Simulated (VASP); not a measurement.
## ZnS: single point with PBE

ZnS:

```
Zn S
1.0
     0.00000    2.72156    2.92568
     2.72156    0.00000    2.92568
     2.72156    2.72156    0.00000
Zn S
1 1
Cartesian
  0.0000 0.0000 0.0000
  4.0823 4.0823 4.3885
```

This cell differs from its parent crystal: strain +0.0750 x Voigt [0, 0, 1, 0, 0, 0].

```yaml
Program: VASP 6.6.1
Task: single point
Functional: PBE
Potentials_or_basis: VASP PAW PBE potentials, release 64 (Zn, S)
Cutoff: 520 eV
k_mesh: 8 × 8 × 8
Occupations: gaussian, width 0.05 eV
Spin: no spin polarisation
```

```yaml
Pressure: -4.3 GPa
Band_gap_on_the_k_mesh: 1.60 eV, direct
```

Stress tensor (GPa, compression positive):
```
-3.12  0.00  0.00
 0.00 -3.12  0.00
 0.00  0.00 -6.52
```

Levels at points of the mesh, in eV from the valence-band top:
```csv
k point,band 5,band 6,band 7,band 8,band 9,band 10,band 11,band 12,band 13,band 14
"(0.00, 0.00, 0.00)",-5.72,-5.71,-0.27,0.00,0.00,1.60,6.38,6.38,6.40,10.77
"(0.50, 0.00, 0.00)",-5.68,-5.54,-4.77,-1.01,-0.63,2.96,6.68,7.17,8.42,11.63
"(0.50, 0.50, 0.00)",-5.66,-5.59,-4.54,-1.74,-1.74,3.75,4.39,9.77,11.32,11.32
"(0.50, 0.00, 0.50)",-5.65,-5.50,-4.13,-2.14,-2.02,3.42,3.75,10.46,10.77,11.31
```

It took 30 s on 1 thread of AMD EPYC 7R43 64-Core Processor (Zen 3), on a shared host, peak memory 0.16 GiB.

Caveat: the cell differs from its parent crystal (strain +0.0750 x Voigt [0, 0, 1, 0, 0, 0]).
